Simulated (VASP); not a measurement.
## YB: single point with PBEsol

YB:

```
Y B
1.0
     0.00000    2.62932    2.62932
     2.62932    0.00000    2.62932
     2.62932    2.62932    0.00000
Y B
1 1
Direct
  0.50000 0.50000 0.50000
  0.00000 0.00000 0.00000
```

* Program: VASP 6.6.1
* Task: single point
* Functional: PBEsol
* Potentials or basis: VASP PAW PBE potentials, release 64 (Y_sv, B)
* Cutoff: 520 eV
* k mesh: 10 × 10 × 10
* Occupations: gaussian, width 0.05 eV
* Spin: no spin polarisation
* Dipole correction: no
* Further INCAR settings: ALGO = Normal; EDIFF = 1e-07; NBANDS = 14

```json
{"Pressure": "1.9 GPa", "Band gap on the k mesh": "zero (bands 7 and 8 overlap by 3.19 eV)"}
```

Levels at points of the mesh, in eV from the Fermi level:
| k point | band 3 | band 4 | band 5 | band 6 | band 7 | band 8 | band 9 | band 10 | band 11 | band 12 |
| --- | --- | --- | --- | --- | --- | --- | --- | --- | --- | --- |
| (0.00, 0.00, 0.00) | -20.78 | -20.78 | -7.38 | 2.71 | 2.71 | 2.71 | 2.77 | 2.77 | 2.77 | 4.15 |
| (0.50, 0.00, 0.00) | -20.84 | -20.84 | -4.27 | -3.04 | -0.47 | -0.47 | 5.72 | 5.72 | 6.32 | 6.55 |
| (0.50, 0.50, 0.00) | -20.96 | -20.96 | -5.65 | -0.59 | 0.25 | 1.69 | 1.69 | 5.56 | 6.70 | 6.70 |

Run time: 28 s on 1 thread of Intel(R) Xeon(R) Platinum 8375C CPU @ 2.90GHz (Ice Lake) (shared host), peak memory 0.18 GiB.

Caveat: the PAW data sets were made with another functional, which shifts forces and pressure a little.
